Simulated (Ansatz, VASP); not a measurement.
# BaTiO3 in VASP and in Ansatz

Contents of INCAR:

```
SYSTEM = BaTiO3
PREC = Accurate
ENCUT = 520
EDIFF = 1E-6
ISMEAR = 0
SIGMA = 0.02
LREAL = .FALSE.
LASPH = .TRUE.
NELM = 80
ALGO = Normal
ISIF = 2
LWAVE = .FALSE.
LCHARG = .TRUE.
GGA = PE
LELF = .TRUE.
LVHAR = .TRUE.
NBANDS = 28
```

KPOINTS

```
Automatic mesh
0
G
  8 8 8
  0 0 0
```

Contents of POSCAR:

```
BaTiO3
1.0
    4.0996359530      0.0000000000      0.0000000000
    0.0000000000      4.0996359530      0.0000000000
    0.0000000000      0.0000000000      3.9642584064
Ba Ti O
1 1 3
Direct
    0.5000000000      0.5000000000      0.5000000000
    0.0000000000      0.0000000000      0.0000000000
    0.5000000000      0.0000000000      0.0000000000
    0.0000000000      0.5000000000      0.0000000000
    0.0000000000      0.0000000000      0.5000000000
```

Input for Ansatz:

```yaml
crystal:
  lattice:
    - [4.099635953, 0.0, 0.0]
    - [0.0, 4.099635953, 0.0]
    - [0.0, 0.0, 3.9642584064]
  atoms:
    - { symbol: Ba, position: [0.5, 0.5, 0.5] }
    - { symbol: Ti, position: [0.0, 0.0, 0.0] }
    - { symbol: O, position: [0.5, 0.0, 0.0] }
    - { symbol: O, position: [0.0, 0.5, 0.0] }
    - { symbol: O, position: [0.0, 0.0, 0.5] }
basis:
  ecutwfc: 420
kpoints:
  mp_grid: { grid: [8, 8, 8] }
  band_path: { path: [VBM, CBM], npoints: 2 }
hamiltonian:
  xc: pbe
scf:
  occupations: { method: gaussian, width: 0.02 }
output:
  forces: true
  stress: true
  eigenvalues: true
checkpoint:
  read: start.run
  write: ck
  compress: false
  write_wavefunctions: false
  write_every: 100000
```

Alike in both runs: task single point; functional PBE; k mesh 8 × 8 × 8; occupations gaussian, width 0.02 eV; no spin polarisation.

|  | VASP | Ansatz |
| --- | --- | --- |
| version | VASP 6.6.1 | Ansatz 0.2.0 |
| potentials or method | VASP PAW PBE potentials, release 64 (Ba_sv, Ti_sv, O), cutoff 520 eV | scalar-relativistic, plane waves, PAW |
| valence electrons in the cell | 40 | 40 |

```tsv
	VASP	Ansatz	Ansatz less VASP
gap on the k mesh at the Fermi level (eV)	1.60	1.66	+0.060
least direct gap on the mesh (eV)	1.78	1.81	+0.029
pressure (GPa)	-2.2	-3.7	-1.54
traceless stress, the component that is largest in VASP (GPa)	3.86	3.73	-0.131
```

Spin-orbit coupling is off throughout.
